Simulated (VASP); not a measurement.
The system is In7GaAs8.

```
Ga In As
1.0
    12.07211    0.00000    0.00000
     0.00000   12.07211    0.00000
     0.00000    0.00000   12.07211
Ga In As
4 28 32
Cartesian
  12.0684 12.0298 12.0545
  0.0197 6.0308 6.0295
  6.0350 6.0403 12.0617
  0.0041 3.0085 9.0380
  12.0660 12.0402 6.0383
  0.0130 6.0440 0.0037
  6.0132 12.0521 0.0063
  6.0087 0.0141 6.0616
  6.0669 6.0421 5.9857
  3.0310 3.0041 12.0595
  3.0129 3.0126 6.0356
  3.0417 9.0482 12.0549
  2.9863 9.0453 6.0379
  9.0466 3.0062 12.0690
  9.0292 3.0300 6.0475
  9.0042 9.0472 0.0038
  9.0730 9.0422 6.0205
  3.0164 0.0020 3.0190
  3.0485 12.0711 9.0624
  2.9949 6.0382 3.0016
  2.9982 6.0409 9.0833
  9.0090 12.0646 3.0399
  9.0136 12.0395 9.0384
  8.9917 6.0261 3.0073
  9.0529 6.0408 9.0925
  12.0596 3.0333 3.0217
  12.0594 9.0134 3.0245
  12.0577 9.0287 9.0512
  6.0336 3.0515 3.0274
  6.0288 2.9948 9.0323
  6.0781 9.0557 2.9893
  6.0413 9.0612 9.0506
  1.5154 1.5193 1.4609
  1.5283 1.4610 7.5637
  1.5185 7.5716 1.5349
  1.5396 7.5413 7.5531
  7.5620 1.5266 1.4990
  7.5929 1.4718 7.5547
  7.5346 7.5623 1.5122
  7.5086 7.5145 7.5225
  4.5488 4.5148 1.5082
  4.5345 4.5299 7.5333
  4.5161 10.5495 1.5008
  4.5221 10.5667 7.5145
  10.5714 4.5368 1.4844
  10.5702 4.5424 7.5628
  10.5683 10.5725 1.5357
  10.5663 10.5840 7.5088
  4.5144 1.5112 4.5121
  4.4918 1.5226 10.5903
  4.5043 7.5321 4.5265
  4.5058 7.5529 10.5582
  10.5700 1.5249 4.5318
  10.5614 1.5105 10.5886
  10.5974 7.5400 4.5682
  10.5912 7.5622 10.5798
  1.5298 4.5283 4.5236
  1.5083 4.5389 10.5491
  1.4970 10.5478 4.5104
  1.5354 10.5667 10.5750
  7.5245 4.5472 4.5254
  7.5731 4.5275 10.5253
  7.5483 10.5701 4.5414
  7.5345 10.5532 10.5835
```

```yaml
Program: VASP 6.6.1
Task: relaxation of volume and atoms at fixed shape
Functional: PBEsol
Potentials_or_basis: VASP PAW PBE potentials, release 64 (Ga_d, In_d, As)
Cutoff: 500 eV
k_mesh: 1 × 1 × 1, shifted
Occupations: fermi-dirac, width 0.05 eV
Spin: no spin polarisation
```

At the start: pressure 0.4 GPa; volume 27.49 Å³/atom.

**Question.** How do energy, volume and symmetry change on relaxing?

**Answer.** Over 14 steps the energy falls by 20.4 meV/atom and the volume is 27.51 Å³/atom (+0.1 %); space group P1 (No. 1, to 0.1 Å) before, Cm (No. 8, to 0.1 Å).

Step by step:
```
step  energy change (eV)  largest force (eV/Å)  pressure (GPa)  volume (Å³)
   1              0.0000                1.2484            0.39      1759.34
   2             -0.7980                0.6918           -0.35      1776.43
   3             -0.9739                0.4228           -0.81      1789.04
   4             -1.1719                0.2927            0.28      1752.96
   5             -1.1724                0.2935            0.34      1751.03
   6             -1.2537                0.1550            0.10      1757.31
   7             -1.2651                0.1799           -0.02      1760.66
   8             -1.2868                0.1113           -0.03      1760.89
   9             -1.2955                0.0688           -0.04      1761.15
  10             -1.3010                0.0402            0.05      1758.49
  11             -1.3014                0.0407            0.08      1757.45
  12             -1.3035                0.0356           -0.06      1761.84
  13             -1.3036                0.0340           -0.04      1761.11
  14             -1.3052                0.0205           -0.01      1760.42
```

Final structure:
```yaml
crystal:
  lattice:
    - [12.07457, 0.00000, 0.00000]
    - [0.00000, 12.07457, 0.00000]
    - [0.00000, 0.00000, 12.07457]
  atoms:
    - { symbol: Ga, position: [0.99975, 0.00151, 0.99709] }
    - { symbol: Ga, position: [0.00041, 0.49637, 0.50233] }
    - { symbol: Ga, position: [0.49967, 0.49907, 0.99872] }
    - { symbol: Ga, position: [0.00016, 0.24897, 0.74986] }
    - { symbol: In, position: [0.00018, 0.00218, 0.50198] }
    - { symbol: In, position: [0.00044, 0.49764, 0.99739] }
    - { symbol: In, position: [0.49972, 0.00050, 0.00017] }
    - { symbol: In, position: [0.49932, 0.00048, 0.50013] }
    - { symbol: In, position: [0.49973, 0.49998, 0.49949] }
    - { symbol: In, position: [0.24745, 0.25032, 0.99801] }
    - { symbol: In, position: [0.24558, 0.25190, 0.50219] }
    - { symbol: In, position: [0.25005, 0.74960, 0.99980] }
    - { symbol: In, position: [0.24708, 0.74772, 0.50001] }
    - { symbol: In, position: [0.75235, 0.24990, 0.99726] }
    - { symbol: In, position: [0.75446, 0.25292, 0.50315] }
    - { symbol: In, position: [0.74988, 0.75007, 0.00097] }
    - { symbol: In, position: [0.75244, 0.74708, 0.49993] }
    - { symbol: In, position: [0.24692, 0.00055, 0.24750] }
    - { symbol: In, position: [0.24600, 0.00171, 0.75257] }
    - { symbol: In, position: [0.24981, 0.49969, 0.24957] }
    - { symbol: In, position: [0.24787, 0.49767, 0.75020] }
    - { symbol: In, position: [0.75202, 0.00032, 0.24829] }
    - { symbol: In, position: [0.75413, 0.00161, 0.75274] }
    - { symbol: In, position: [0.74999, 0.50008, 0.24971] }
    - { symbol: In, position: [0.75262, 0.49799, 0.75063] }
    - { symbol: In, position: [0.00007, 0.25000, 0.24955] }
    - { symbol: In, position: [0.99896, 0.74945, 0.25003] }
    - { symbol: In, position: [0.00052, 0.74972, 0.74972] }
    - { symbol: In, position: [0.49961, 0.25219, 0.24781] }
    - { symbol: In, position: [0.50084, 0.25193, 0.75161] }
    - { symbol: In, position: [0.50060, 0.74808, 0.24774] }
    - { symbol: In, position: [0.49982, 0.74781, 0.75140] }
    - { symbol: As, position: [0.11808, 0.12023, 0.11792] }
    - { symbol: As, position: [0.11855, 0.13095, 0.63171] }
    - { symbol: As, position: [0.12407, 0.62384, 0.12378] }
    - { symbol: As, position: [0.11872, 0.61793, 0.62017] }
    - { symbol: As, position: [0.62598, 0.12563, 0.12367] }
    - { symbol: As, position: [0.62727, 0.12625, 0.62673] }
    - { symbol: As, position: [0.61962, 0.61822, 0.11846] }
    - { symbol: As, position: [0.62595, 0.62309, 0.62530] }
    - { symbol: As, position: [0.37846, 0.38040, 0.11762] }
    - { symbol: As, position: [0.37501, 0.37481, 0.62487] }
    - { symbol: As, position: [0.37474, 0.87508, 0.12502] }
    - { symbol: As, position: [0.37157, 0.87408, 0.62659] }
    - { symbol: As, position: [0.87506, 0.37507, 0.12441] }
    - { symbol: As, position: [0.88750, 0.37424, 0.62804] }
    - { symbol: As, position: [0.88096, 0.88089, 0.11817] }
    - { symbol: As, position: [0.87521, 0.87483, 0.62485] }
    - { symbol: As, position: [0.37150, 0.12696, 0.37386] }
    - { symbol: As, position: [0.37492, 0.12552, 0.87492] }
    - { symbol: As, position: [0.37468, 0.62514, 0.37450] }
    - { symbol: As, position: [0.37858, 0.61789, 0.88002] }
    - { symbol: As, position: [0.87505, 0.12562, 0.37539] }
    - { symbol: As, position: [0.88704, 0.12670, 0.87415] }
    - { symbol: As, position: [0.88134, 0.61674, 0.38090] }
    - { symbol: As, position: [0.87527, 0.62547, 0.87539] }
    - { symbol: As, position: [0.11918, 0.38034, 0.37936] }
    - { symbol: As, position: [0.11794, 0.36769, 0.86768] }
    - { symbol: As, position: [0.12380, 0.87587, 0.37559] }
    - { symbol: As, position: [0.11909, 0.87919, 0.88077] }
    - { symbol: As, position: [0.62609, 0.37441, 0.37594] }
    - { symbol: As, position: [0.62084, 0.38057, 0.88043] }
    - { symbol: As, position: [0.62645, 0.87317, 0.37368] }
    - { symbol: As, position: [0.62547, 0.87565, 0.87496] }
```

Caveat: the PAW data sets were made with another functional, which shifts forces and pressure a little.
